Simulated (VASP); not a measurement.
# Bi2Te3 (R3m) in VASP: single point with PBEsol

Aim: the single point of Bi2Te3 with PBEsol.

Program: VASP 6.6.1. These are calculated values, not measurements. Logs are shortened: lines on timing, memory, paths and dates and some standing lists are left out, and cuts for length are marked.

## (1) The cell of the first run

The structure is trigonal, space group R3m (No. 160). The conventional cell has a = 4.532 Å, b = 4.532 Å, c = 30.615 Å, α = 90.00°, β = 90.00°, γ = 120.00°. Bi (site symmetry 3m) has 3 Te at 3.11 Å and 3 Bi at 3.51 Å within 4.1 Å. Within 4.8 Å of Bi (site symmetry 3m) lie 9 Te at 3.36 to 4.80 Å and 9 Bi at 3.51 to 4.53 Å. Within 4.1 Å of Te (site symmetry 3m) lie 6 Te at 3.12 to 3.54 Å. Within 4.1 Å of Te (site symmetry 3m) lie 3 Bi at 3.11 Å and 3 Te at 3.54 Å. Te (site symmetry 3m) has 3 Te at 3.12 Å and 3 Bi at 3.36 Å within 4.1 Å.

## (2) Single point, PBEsol

Input file INCAR:

```
SYSTEM = Bi2Te3
ALGO     = Normal         ! electronic algorithm
EDIFF    = 1E-7           ! SCF threshold, eV
ENCUT    = 520            ! plane-wave cutoff, eV
GGA      = PS             ! functional
ISIF     = 2              ! what is computed and relaxed
ISMEAR   = -1             ! smearing method
LASPH    = .TRUE.         ! aspherical terms in the spheres
LCHARG   = .FALSE.        ! write CHGCAR
LREAL    = .FALSE.        ! projectors in reciprocal space
LWAVE    = .FALSE.        ! write WAVECAR
NBANDS   = 32             ! bands
NELM     = 100            ! most SCF steps
PREC     = Accurate       ! precision mode
SIGMA    = 0.1            ! smearing width, eV
```

Input file KPOINTS:

```
k-points
0
G
  6 6 6
  0 0 0
```

Input file POSCAR:

```
Bi2Te3
1.0
    2.2658891269      1.3082136781     10.2051398697
   -2.2658891269      1.3082136781     10.2051398697
    0.0000000000     -2.6164273561     10.2051398697
Bi Te
2 3
Direct
    0.1880000000      0.1880000000      0.1880000000
    0.5980000000      0.5980000000      0.5980000000
    0.3890000000      0.3890000000      0.3890000000
    0.8000000000      0.8000000000      0.8000000000
    0.0000000000      0.0000000000      0.0000000000
```

Potentials or basis: VASP PAW PBE potentials, release 64 (Bi_d, Te).

Launch:

```console
cat potpaw_PBE.64/Bi_d/POTCAR potpaw_PBE.64/Te/POTCAR > POTCAR
mpirun -np 1 vasp_std > vasp.out
```

OUTCAR:

```text
SYSTEM = Bi2Te3
   EDIFF = 1E-7
   ENCUT = 520
   GGA = PS
   ISIF = 2
   ISMEAR = -1
   LASPH = .TRUE.
   LREAL = .FALSE.
   NELM = 100
   PREC = Accurate

 ion  position               nearest neighbor table
   1  0.188  0.188  0.188-   4 3.11   4 3.11   4 3.11   2 3.51   2 3.51   2 3.51
   2  0.598  0.598  0.598-   5 3.36   5 3.36   5 3.36   1 3.51   1 3.51   1 3.51
   3  0.389  0.389  0.389-   5 3.12   5 3.12   5 3.12   4 3.54   4 3.54   4 3.54
   4  0.800  0.800  0.800-   1 3.11   1 3.11   1 3.11   3 3.54   3 3.54   3 3.54
   5  0.000  0.000  0.000-   3 3.12   3 3.12   3 3.12   2 3.36   2 3.36   2 3.36

  LATTYP: Found a trigonal (rhomboedric) cell.
 ALAT       =    10.5352055662
 COS(alpha) =     0.9074828525

  Lattice vectors:

 A1 = (   2.2658891269,   1.3082136781,  10.2051398697)
 A2 = (  -2.2658891269,   1.3082136781,  10.2051398697)
 A3 = (   0.0000000000,  -2.6164273561,  10.2051398697)

Analysis of symmetry for initial positions (statically):
=====================================================================
 Subroutine PRICEL returns:
 Original cell was already a primitive cell.

 Routine SETGRP: Setting up the symmetry group for a
 trigonal (rhombohedral) supercell.

 Subroutine GETGRP returns: Found  6 space group operations
 (whereof  6 operations were pure point group operations)
 out of a pool of 12 trial point group operations.

The static configuration has the point symmetry C_3v.

Analysis of symmetry for dynamics (positions and initial velocities):
=====================================================================
 Subroutine PRICEL returns:
 Original cell was already a primitive cell.

 Routine SETGRP: Setting up the symmetry group for a
 trigonal (rhombohedral) supercell.

 Subroutine GETGRP returns: Found  6 space group operations
 (whereof  6 operations were pure point group operations)
 out of a pool of 12 trial point group operations.

The dynamic configuration has the point symmetry C_3v.

 Subroutine INISYM returns: Found  6 space group operations
 (whereof  6 operations are pure point group operations),
 and found     1 'primitive' translations

----------------------------------------------------------------------------------------

                                     Primitive cell

  volume of cell :     181.5046

  direct lattice vectors                    reciprocal lattice vectors
     2.265889127  1.308213678 10.205139870     0.220663930  0.127400187  0.032663279
    -2.265889127  1.308213678 10.205139870    -0.220663930  0.127400187  0.032663279
     0.000000000 -2.616427356 10.205139870     0.000000000 -0.254800373  0.032663279

  length of vectors
    10.535205566 10.535205566 10.535206304     0.256885709  0.256885709  0.256885422

  position of ions in fractional coordinates (direct lattice)
     0.188000000  0.188000000  0.188000000
     0.598000000  0.598000000  0.598000000
     0.389000000  0.389000000  0.389000000
     0.800000000  0.800000000  0.800000000
     0.000000000  0.000000000  0.000000000

  ion indices of the primitive-cell ions
   primitive index   ion index
                 1           1
                 2           2
                 3           3
                 4           4
                 5           5

----------------------------------------------------------------------------------------

 KPOINTS: k-points

Automatic generation of k-mesh.
 Grid dimensions read from file:
 generate k-points for:    6    6    6

 Generating k-lattice:

  Cartesian coordinates                     Fractional coordinates (reciprocal lattice)
     0.036777322  0.021233364  0.005443880     0.166666667 -0.000000000 -0.000000000
    -0.036777322  0.021233364  0.005443880    -0.000000000  0.166666667 -0.000000000
     0.000000000 -0.042466729  0.005443880    -0.000000000 -0.000000000  0.166666667

  Length of vectors
     0.042814285  0.042814285  0.042814237

  Shift w.r.t. Gamma in fractional coordinates (k-lattice)
     0.000000000  0.000000000  0.000000000

 Subroutine IBZKPT returns following result:
 ===========================================

 Found     32 irreducible k-points:

 Following reciprocal coordinates:
            Coordinates               Weight
  0.000000  0.000000  0.000000      1.000000
  0.166667 -0.000000  0.000000      6.000000
  0.333333 -0.000000  0.000000      6.000000
  0.500000  0.000000  0.000000      3.000000
  0.166667  0.166667  0.000000      6.000000
  0.333333  0.166667  0.000000     12.000000
[... 16 lines left out ...]
  0.500000  0.500000  0.166667      6.000000
 -0.333333  0.500000  0.166667     12.000000
 [... further k-points ...]
   k-points           NKPTS =     32   k-points in BZ     NKDIM =     32   number of bands    NBANDS=     32
   number of dos      NEDOS =    301   number of ions     NIONS =      5
   total plane-waves  NPLWV = 512000
   dimension x,y,z NGX =    80 NGY =   80 NGZ =   80
   dimension x,y,z NGXF=   160 NGYF=  160 NGZF=  160
   ions per type =               2   3
   NGX,Y,Z   is equivalent  to a cutoff of  12.62, 12.62, 12.62 a.u.
   NGXF,Y,Z  is equivalent  to a cutoff of  25.25, 25.25, 25.25 a.u.
 SYSTEM =  Bi2Te3
   PREC   = accura    normal or accurate (medium, high low for compatibility)
   ISTART =      0    job   : 0-new  1-cont  2-samecut
   ICHARG =      2    charge: 1-file 2-atom 10-const
   ISPIN  =      1    spin polarized calculation?
   LNONCOLLINEAR =      F non collinear calculations
   LSORBIT =      F    spin-orbit coupling
   LASPH  =      T    aspherical Exc in radial PAW
   ENCUT  =  520.0 eV  38.22 Ry    6.18 a.u.  19.59 19.59 19.59*2*pi/ulx,y,z
   NELM   =    100;   NELMIN=  2; NELMDL= -5     # of ELM steps
   EDIFF  = 0.1E-06   stopping-criterion for ELM
   LREAL  =      F    real-space projection
   EDIFFG = 0.1E-05   stopping-criterion for IOM
   NSW    =      0    number of steps for IOM
   IBRION =     -1    ionic relax: 0-MD 1-quasi-New 2-CG
   NFREE  =      0    steps in history (QN), initial steepest desc. (CG)
   ISIF   =      2    stress and relaxation
   ISYM   =      2    0-nonsym 1-usesym 2-fastsym
   POTIM  = 0.5000    time-step for ionic-motion
   TEBEG  =    0.0;   TEEND  =   0.0 temperature during run
   PSTRESS=    0.0 pullay stress
   NELECT =      48.0000    total number of electrons
   NUPDOWN=      -1.0000    fix difference up-down
   EMIN   =  10.00;   EMAX   =-10.00  energy-range for DOS
   EFERMI =   0.00;   METHOD = LEGACY
   ISMEAR =    -1;   SIGMA  =   0.10  broadening in eV -4-tet -1-fermi 0-gaus
   EFERMI_NEDOS =   21; number of points for ismear=-14 and -15
   IALGO  =     38    algorithm
   IMIX   =      4    mixing-type and parameters
     AMIX     =   0.40;   BMIX     =  1.00
     AMIX_MAG =   1.60;   BMIX_MAG =  1.00
  volume/ion in A,a.u.               =      36.30       244.97
  Fermi-wavevector in a.u.,A,eV,Ry     =   1.050815  1.985751 15.023704  1.104211
  Thomas-Fermi vector in A             =   2.185833
   LORBIT       =      0    0 simple, 1 ext, 2 COOP (PROOUT), +10 PAW based schemes
   GGA     = PS    functional components
   LHFCALC =     F    Hartree Fock is set to
   AEXX    =    0.0000 exact exchange contribution
   IVDW    =     0    specifies the selected vdW correction
   LEPSILON=     F    determine dielectric tensor
   LRPA    =     F    only Hartree local field effects (RPA)
 non-spin polarized calculation
  energy-cutoff  :      520.00
  volume of cell :      181.50
 maximum number of plane-waves:      4946
 NGX is ok and might be reduce to    80
   NGX = 39   NGY = 39   NGZ = 39

 number of electron      48.0000001 magnetization

 Free energy of the ion-electron system (eV)
  ---------------------------------------------------
  ext. energy  EPLUGINS =         0.00000000
  ---------------------------------------------------
  free energy    TOTEN  =       -18.75026273 eV

  energy without entropy =      -18.67581459  energy(sigma->0) =      -18.71303866

 E-fermi :   5.3707     XC(G=0):  -9.2232

 val. band max:        5.3493622923   @ k =   0.5000   0.3333   0.0000
 cond. band min:       5.3942244313   @ k =   0.1667   0.1667   0.1667
 fundamental gap:      0.0448621389
 Fermi energy:         5.3707241838

 k-point     1 :       0.0000    0.0000    0.0000
  band No.  band energies     occupation
      1     -17.6032      2.00000
      2     -17.6032      2.00000
      3     -17.5826      2.00000
      4     -17.5826      2.00000
      5     -17.5774      2.00000
      6     -17.0706      2.00000
[... 24 lines left out ...]
     31      10.0678      0.00000
     32      10.3272      0.00000

 k-point     2 :       0.1667   -0.0000    0.0000
  band No.  band energies     occupation
      1     -17.6037      2.00000
      2     -17.6010      2.00000
      3     -17.5834      2.00000
      4     -17.5825      2.00000
      5     -17.5760      2.00000
      6     -17.0714      2.00000
[... 24 lines left out ...]
     31       9.4163      0.00000
     32      10.2839      0.00000

 k-point     3 :       0.3333   -0.0000    0.0000
  band No.  band energies     occupation
      1     -17.6050      2.00000
      2     -17.5972      2.00000
      3     -17.5849      2.00000
      4     -17.5818      2.00000
      5     -17.5730      2.00000
      6     -17.0742      2.00000
[... 24 lines left out ...]
     31       9.0288      0.00000
     32      10.1884      0.00000

 k-point     4 :       0.5000    0.0000    0.0000
  band No.  band energies     occupation
      1     -17.6058      2.00000
      2     -17.5956      2.00000
      3     -17.5856      2.00000
      4     -17.5811      2.00000
      5     -17.5714      2.00000
      6     -17.0759      2.00000
[... 24 lines left out ...]
     31       8.9629      0.00000
     32       9.5409      0.00000

 k-point     5 :       0.1667    0.1667    0.0000
  band No.  band energies     occupation
      1     -17.6037      2.00000
      2     -17.6010      2.00000
      3     -17.5834      2.00000
      4     -17.5825      2.00000
      5     -17.5760      2.00000
      6     -17.0714      2.00000
[... 584 lines left out ...]
     31       9.4817      0.00000
     32      10.0530      0.00000

 k-point    22 :      -0.1667    0.3333    0.1667
  band No.  band energies     occupation
      1     -17.6046      2.00000
      2     -17.5964      2.00000
      3     -17.5848      2.00000
      4     -17.5819      2.00000
      5     -17.5718      2.00000
      6     -17.0739      2.00000
[... 24 lines left out ...]
     31       9.4842      0.00000
     32      10.9278      0.00000

 k-point    23 :       0.5000    0.5000    0.1667
  band No.  band energies     occupation
      1     -17.6050      2.00000
      2     -17.5972      2.00000
      3     -17.5849      2.00000
      4     -17.5818      2.00000
      5     -17.5730      2.00000
      6     -17.0741      2.00000
[... 24 lines left out ...]
     31       8.9565      0.00000
     32      10.1309      0.00000

 k-point    24 :      -0.3333    0.5000    0.1667
  band No.  band energies     occupation
      1     -17.6046      2.00000
      2     -17.5964      2.00000
      3     -17.5848      2.00000
      4     -17.5819      2.00000
      5     -17.5718      2.00000
      6     -17.0739      2.00000
[... 24 lines left out ...]
     31       9.4652      0.00000
     32      10.5159      0.00000

 [... further k-points ...]

------------------------ aborting loop because EDIFF is reached ----------------------------------------

  FORCE on cell =-STRESS in cart. coord.  units (eV):
  Direction    XX          YY          ZZ          XY          YZ          ZX
  --------------------------------------------------------------------------------------
  -------------------------------------------------------------------------------------
  Total       -3.9472784     -3.9472903     -5.2781316      0.0000000     -0.0000000      0.0000000
  in kB      -34.8434206    -34.8435261    -46.5911304      0.0000000     -0.0000000      0.0000000
  external PRESSURE =     -38.7593590 kB  Pullay stress =       0.0000000 kB

 VOLUME and BASIS-vectors are now :
 -----------------------------------------------------------------------------
  energy-cutoff  :      520.00
  volume of cell :      181.50
      direct lattice vectors                 reciprocal lattice vectors
     2.265889127  1.308213678 10.205139870     0.220663930  0.127400187  0.032663279
    -2.265889127  1.308213678 10.205139870    -0.220663930  0.127400187  0.032663279
     0.000000000 -2.616427356 10.205139870     0.000000000 -0.254800373  0.032663279

 POSITION                                       TOTAL-FORCE (eV/Angst)
 -----------------------------------------------------------------------------------
      0.00000      0.00000      5.75570         0.000000      0.000000      0.430349
      0.00000      0.00000     18.30802         0.000000      0.000000      0.506775
      0.00000      0.00000     11.90940         0.000000      0.000000      0.349624
      0.00000      0.00000     24.49234         0.000000     -0.000000     -0.344920
      0.00000      0.00000      0.00000         0.000000     -0.000000     -0.941828
 -----------------------------------------------------------------------------------
    total drift:                                0.000000     -0.000016      0.000301

  FREE ENERGIE OF THE ION-ELECTRON SYSTEM (eV)
  ---------------------------------------------------
  free  energy   TOTEN  =       -18.7502627318 eV

  energy  without entropy=      -18.6758145856  energy(sigma->0) =      -18.71303866
```

Wall time 12 min (1 thread of Intel Xeon 6975P-C (Granite Rapids), shared host); peak memory 0.97 GiB.

What came out:

```yaml
Free_energy: -18.7503 eV
Pressure: -3.9 GPa
Largest_force: 0.942 eV/Å
Band_gap_on_the_k_mesh: zero (bands 24 and 25 overlap by 0.12 eV)
```

Forces on the atoms (eV/Å):
```
Bi   0.000  0.000  0.430
Bi   0.000  0.000  0.507
Te   0.000  0.000  0.350
Te   0.000  0.000 -0.345
Te   0.000  0.000 -0.942
```

Levels at points of the mesh, in eV from the Fermi level:
| k point | band 20 | band 21 | band 22 | band 23 | band 24 | band 25 | band 26 | band 27 | band 28 | band 29 |
| --- | --- | --- | --- | --- | --- | --- | --- | --- | --- | --- |
| (0.00, 0.00, 0.00) | -1.91 | -1.91 | -0.52 | -0.36 | -0.36 | -0.14 | 0.33 | 0.33 | 2.01 | 2.01 |
| (0.50, 0.00, 0.00) | -2.99 | -2.92 | -1.97 | -0.25 | -0.22 | -0.13 | 0.48 | 2.28 | 2.69 | 3.19 |
| (0.50, 0.50, 0.00) | -2.66 | -2.15 | -1.68 | -0.92 | -0.43 | 0.36 | 1.11 | 1.62 | 2.34 | 2.45 |
| (0.50, 0.50, 0.50) | -1.88 | -1.77 | -0.93 | -0.58 | -0.58 | 0.37 | 0.84 | 0.84 | 1.59 | 1.59 |

Caveat: the cell stands under tension; the PAW data sets were made with another functional, which shifts forces and pressure a little; spin-orbit coupling is left out, which moves the levels of the heavy elements.
